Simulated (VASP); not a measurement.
# AlPt (Pm-3m) in VASP: single point with PBEsol

Aim: the single point of AlPt with PBEsol.

Everything below comes from runs of VASP 6.6.1. Logs are shortened: lines on timing, memory, paths and dates and some standing lists are left out, and cuts for length are marked.

## (1) The cell of the first run

It takes space group Pm-3m (No. 221, cubic). Conventional cell: a = 3.090 Å, b = 3.090 Å, c = 3.090 Å, α = 90.00°, β = 90.00°, γ = 90.00°. Within 3.5 Å of Al (site symmetry m-3m) lie 8 Pt at 2.68 Å and 6 Al at 3.09 Å. Within 3.5 Å of Pt (site symmetry m-3m) lie 8 Al at 2.68 Å and 6 Pt at 3.09 Å.

## (2) Single point, PBEsol

Input file INCAR:

```
  ALGO = Normal
  EDIFF = 1E-6
  ENCUT = 520
  GGA = PS
  ISIF = 2
  ISMEAR = 0
  LASPH = T
  LCHARG = F
  LREAL = F
  LWAVE = F
  NBANDS = 14
  NELM = 60
  PREC = Accurate
  SIGMA = 0.1
```

Input file KPOINTS:

```
k-points
0
Gamma
  14 14 14
```

Input file POSCAR:

```
AlPt
1.0
    3.0903019325      0.0000000000      0.0000000000
    0.0000000000      3.0903019325      0.0000000000
    0.0000000000      0.0000000000      3.0903019325
Al Pt
1 1
Direct
    0.0000000000      0.0000000000      0.0000000000
    0.5000000000      0.5000000000      0.5000000000
```

Potentials or basis: VASP PAW PBE potentials, release 64 (Al, Pt).

The run is started by

```sh
$ cat potpaw_PBE.64/Al/POTCAR potpaw_PBE.64/Pt/POTCAR > POTCAR
$ mpirun -np 1 vasp_std > vasp.out
```

OUTCAR:

```text
EDIFF = 1E-6
   ENCUT = 520
   GGA = PS
   ISIF = 2
   ISMEAR = 0
   LASPH = T
   LREAL = F
   NELM = 60
   PREC = Accurate

 ion  position               nearest neighbor table
   1  0.000  0.000  0.000-   2 2.68   2 2.68   2 2.68   2 2.68   2 2.68   2 2.68   2 2.68   2 2.68

   2  0.500  0.500  0.500-   1 2.68   1 2.68   1 2.68   1 2.68   1 2.68   1 2.68   1 2.68   1 2.68

  LATTYP: Found a simple cubic cell.
 ALAT       =     3.0903019325

  Lattice vectors:

 A1 = (   3.0903019325,   0.0000000000,   0.0000000000)
 A2 = (   0.0000000000,   3.0903019325,   0.0000000000)
 A3 = (   0.0000000000,   0.0000000000,   3.0903019325)

Analysis of symmetry for initial positions (statically):
=====================================================================
 Subroutine PRICEL returns:
 Original cell was already a primitive cell.

 Routine SETGRP: Setting up the symmetry group for a
 simple cubic supercell.

 Subroutine GETGRP returns: Found 48 space group operations
 (whereof 48 operations were pure point group operations)
 out of a pool of 48 trial point group operations.

The static configuration has the point symmetry O_h .

Analysis of symmetry for dynamics (positions and initial velocities):
=====================================================================
 Subroutine PRICEL returns:
 Original cell was already a primitive cell.

 Routine SETGRP: Setting up the symmetry group for a
 simple cubic supercell.

 Subroutine GETGRP returns: Found 48 space group operations
 (whereof 48 operations were pure point group operations)
 out of a pool of 48 trial point group operations.

The dynamic configuration has the point symmetry O_h .

 Subroutine INISYM returns: Found 48 space group operations
 (whereof 48 operations are pure point group operations),
 and found     1 'primitive' translations

----------------------------------------------------------------------------------------

                                     Primitive cell

  volume of cell :      29.5123

  direct lattice vectors                    reciprocal lattice vectors
     3.090301933  0.000000000  0.000000000     0.323592976  0.000000000  0.000000000
     0.000000000  3.090301933  0.000000000     0.000000000  0.323592976  0.000000000
     0.000000000  0.000000000  3.090301933     0.000000000  0.000000000  0.323592976

  length of vectors
     3.090301933  3.090301933  3.090301933     0.323592976  0.323592976  0.323592976

  position of ions in fractional coordinates (direct lattice)
     0.000000000  0.000000000  0.000000000
     0.500000000  0.500000000  0.500000000

  ion indices of the primitive-cell ions
   primitive index   ion index
                 1           1
                 2           2

----------------------------------------------------------------------------------------

 KPOINTS: k-points

Automatic generation of k-mesh.
 Grid dimensions read from file:
 generate k-points for:   14   14   14

 Generating k-lattice:

  Cartesian coordinates                     Fractional coordinates (reciprocal lattice)
     0.023113784  0.000000000  0.000000000     0.071428571  0.000000000  0.000000000
     0.000000000  0.023113784  0.000000000     0.000000000  0.071428571  0.000000000
     0.000000000  0.000000000  0.023113784     0.000000000  0.000000000  0.071428571

  Length of vectors
     0.023113784  0.023113784  0.023113784

  Shift w.r.t. Gamma in fractional coordinates (k-lattice)
     0.000000000  0.000000000  0.000000000

 Subroutine IBZKPT returns following result:
 ===========================================

 Found    120 irreducible k-points:

 Following reciprocal coordinates:
            Coordinates               Weight
  0.000000  0.000000  0.000000      1.000000
  0.071429  0.000000  0.000000      6.000000
  0.142857  0.000000  0.000000      6.000000
  0.214286  0.000000  0.000000      6.000000
  0.285714  0.000000  0.000000      6.000000
  0.357143  0.000000  0.000000      6.000000
[... 16 lines left out ...]
  0.285714  0.214286  0.000000     24.000000
  0.357143  0.214286  0.000000     24.000000
 [... further k-points ...]
   k-points           NKPTS =    120   k-points in BZ     NKDIM =    120   number of bands    NBANDS=     14
   number of dos      NEDOS =    301   number of ions     NIONS =      2
   total plane-waves  NPLWV =  13824
   dimension x,y,z NGX =    24 NGY =   24 NGZ =   24
   dimension x,y,z NGXF=    48 NGYF=   48 NGZF=   48
   ions per type =               1   1
   NGX,Y,Z   is equivalent  to a cutoff of  12.91, 12.91, 12.91 a.u.
   NGXF,Y,Z  is equivalent  to a cutoff of  25.82, 25.82, 25.82 a.u.
 SYSTEM =  unknown system
   PREC   = accura    normal or accurate (medium, high low for compatibility)
   ISTART =      0    job   : 0-new  1-cont  2-samecut
   ICHARG =      2    charge: 1-file 2-atom 10-const
   ISPIN  =      1    spin polarized calculation?
   LNONCOLLINEAR =      F non collinear calculations
   LSORBIT =      F    spin-orbit coupling
   LASPH  =      T    aspherical Exc in radial PAW
   ENCUT  =  520.0 eV  38.22 Ry    6.18 a.u.   5.75  5.75  5.75*2*pi/ulx,y,z
   NELM   =     60;   NELMIN=  2; NELMDL= -5     # of ELM steps
   EDIFF  = 0.1E-05   stopping-criterion for ELM
   LREAL  =      F    real-space projection
   EDIFFG = 0.1E-04   stopping-criterion for IOM
   NSW    =      0    number of steps for IOM
   IBRION =     -1    ionic relax: 0-MD 1-quasi-New 2-CG
   NFREE  =      0    steps in history (QN), initial steepest desc. (CG)
   ISIF   =      2    stress and relaxation
   ISYM   =      2    0-nonsym 1-usesym 2-fastsym
   POTIM  = 0.5000    time-step for ionic-motion
   TEBEG  =    0.0;   TEEND  =   0.0 temperature during run
   PSTRESS=    0.0 pullay stress
   NELECT =      13.0000    total number of electrons
   NUPDOWN=      -1.0000    fix difference up-down
   EMIN   =  10.00;   EMAX   =-10.00  energy-range for DOS
   EFERMI =   0.00;   METHOD = LEGACY
   ISMEAR =     0;   SIGMA  =   0.10  broadening in eV -4-tet -1-fermi 0-gaus
   EFERMI_NEDOS =   21; number of points for ismear=-14 and -15
   IALGO  =     38    algorithm
   IMIX   =      4    mixing-type and parameters
     AMIX     =   0.40;   BMIX     =  1.00
     AMIX_MAG =   1.60;   BMIX_MAG =  1.00
  volume/ion in A,a.u.               =      14.76        99.58
  Fermi-wavevector in a.u.,A,eV,Ry     =   1.245628  2.353896 21.110652  1.551589
  Thomas-Fermi vector in A             =   2.379842
   LORBIT       =      0    0 simple, 1 ext, 2 COOP (PROOUT), +10 PAW based schemes
   GGA     = PS    functional components
   LHFCALC =     F    Hartree Fock is set to
   AEXX    =    0.0000 exact exchange contribution
   IVDW    =     0    specifies the selected vdW correction
   LEPSILON=     F    determine dielectric tensor
   LRPA    =     F    only Hartree local field effects (RPA)
 non-spin polarized calculation
 Gauss-broadening in eV      SIGMA  =   0.10
  energy-cutoff  :      520.00
  volume of cell :       29.51
 maximum number of plane-waves:       840
 NGX is ok and might be reduce to    24
   NGX = 11   NGY = 11   NGZ = 11

 number of electron      12.9999997 magnetization

 Free energy of the ion-electron system (eV)
  ---------------------------------------------------
  ext. energy  EPLUGINS =         0.00000000
  ---------------------------------------------------
  free energy    TOTEN  =       -12.91876188 eV

  energy without entropy =      -12.91456783  energy(sigma->0) =      -12.91666485

 E-fermi :  10.6426     XC(G=0): -12.2043

 val. band max:       10.5968726686   @ k =   0.4286   0.4286   0.2143
 cond. band min:      10.6579694192   @ k =   0.5000   0.5000   0.2857
 fundamental gap:      0.0610967506
 Fermi energy:        10.6426465872

 k-point     1 :       0.0000    0.0000    0.0000
  band No.  band energies     occupation
      1      -0.9184      2.00000
      2       5.0600      2.00000
      3       5.0600      2.00000
      4       8.0271      2.00000
      5       8.0271      2.00000
      6       8.0271      2.00000
      7      14.5079      0.00000
      8      14.5079      0.00000
      9      14.5079      0.00000
     10      19.7016      0.00000
     11      19.7016      0.00000
     12      20.2292      0.00000
     13      28.3896      0.00000
     14      28.3896      0.00000

 k-point     2 :       0.0714    0.0000    0.0000
  band No.  band energies     occupation
      1      -0.8249      2.00000
      2       5.0863      2.00000
      3       5.0941      2.00000
      4       7.9346      2.00000
      5       7.9346      2.00000
      6       8.0366      2.00000
      7      13.9347      0.00000
      8      14.6791      0.00000
      9      14.6791      0.00000
     10      19.5228      0.00000
     11      19.9147      0.00000
     12      20.7785      0.00000
     13      27.9013      0.00000
     14      27.9013      0.00000

 k-point     3 :       0.1429    0.0000    0.0000
  band No.  band energies     occupation
      1      -0.5480      2.00000
      2       5.1612      2.00000
      3       5.1742      2.00000
      4       7.6931      2.00000
      5       7.6931      2.00000
      6       8.0630      2.00000
      7      12.7513      0.00000
      8      15.1562      0.00000
      9      15.1562      0.00000
     10      19.0510      0.00000
     11      20.0750      0.00000
     12      22.3714      0.00000
     13      26.7226      0.00000
     14      26.7226      0.00000
[... 324 lines left out ...]
 k-point    23 :       0.2857    0.2143    0.0000
  band No.  band energies     occupation
      1       1.2466      2.00000
      2       5.0984      2.00000
      3       5.8301      2.00000
      4       6.6043      2.00000
      5       7.1737      2.00000
      6       7.5778      2.00000
      7      11.3300      0.00000
      8      13.3429      0.00000
      9      17.9029      0.00000
     10      18.0211      0.00000
     11      21.5546      0.00000
     12      23.4493      0.00000
     13      23.8660      0.00000
     14      26.2296      0.00000

 k-point    24 :       0.3571    0.2143    0.0000
  band No.  band energies     occupation
      1       1.9171      2.00000
      2       4.6833      2.00000
      3       5.9455      2.00000
      4       6.7107      2.00000
      5       6.9423      2.00000
      6       7.6214      2.00000
      7      10.4585      1.99077
      8      14.0434      0.00000
      9      17.3718      0.00000
     10      18.7396      0.00000
     11      20.6282      0.00000
     12      22.4889      0.00000
     13      24.2604      0.00000
     14      25.6851      0.00000

 [... further k-points ...]
[... 5 lines left out ...]
  --------------------------------------------------------------------------------------
  -------------------------------------------------------------------------------------
  Total       -1.0307854     -1.0307854     -1.0307854     -0.0000000      0.0000000      0.0000000
  in kB      -55.9597944    -55.9597944    -55.9597944     -0.0000000      0.0000000      0.0000000
  external PRESSURE =     -55.9597944 kB  Pullay stress =       0.0000000 kB

 VOLUME and BASIS-vectors are now :
 -----------------------------------------------------------------------------
  energy-cutoff  :      520.00
  volume of cell :       29.51
      direct lattice vectors                 reciprocal lattice vectors
     3.090301933  0.000000000  0.000000000     0.323592976  0.000000000  0.000000000
     0.000000000  3.090301933  0.000000000     0.000000000  0.323592976  0.000000000
     0.000000000  0.000000000  3.090301933     0.000000000  0.000000000  0.323592976

 POSITION                                       TOTAL-FORCE (eV/Angst)
 -----------------------------------------------------------------------------------
      0.00000      0.00000      0.00000         0.000000      0.000000      0.000000
      1.54515      1.54515      1.54515         0.000000      0.000000      0.000000
 -----------------------------------------------------------------------------------
    total drift:                                0.000000     -0.000000     -0.000000

  FREE ENERGIE OF THE ION-ELECTRON SYSTEM (eV)
  ---------------------------------------------------
  free  energy   TOTEN  =       -12.9187618771 eV

  energy  without entropy=      -12.9145678294  energy(sigma->0) =      -12.91666485
```

Run time: 22 s. Hardware: 1 thread of Intel Xeon 6975P-C, shared host; peak memory 0.18 GiB.

Results:

```
Free energy : -12.9188 eV
Pressure    : -5.6 GPa
```

Caveat: the PAW data sets were made with another functional, which shifts forces and pressure a little; spin-orbit coupling is left out, which moves the levels of the heavy elements.
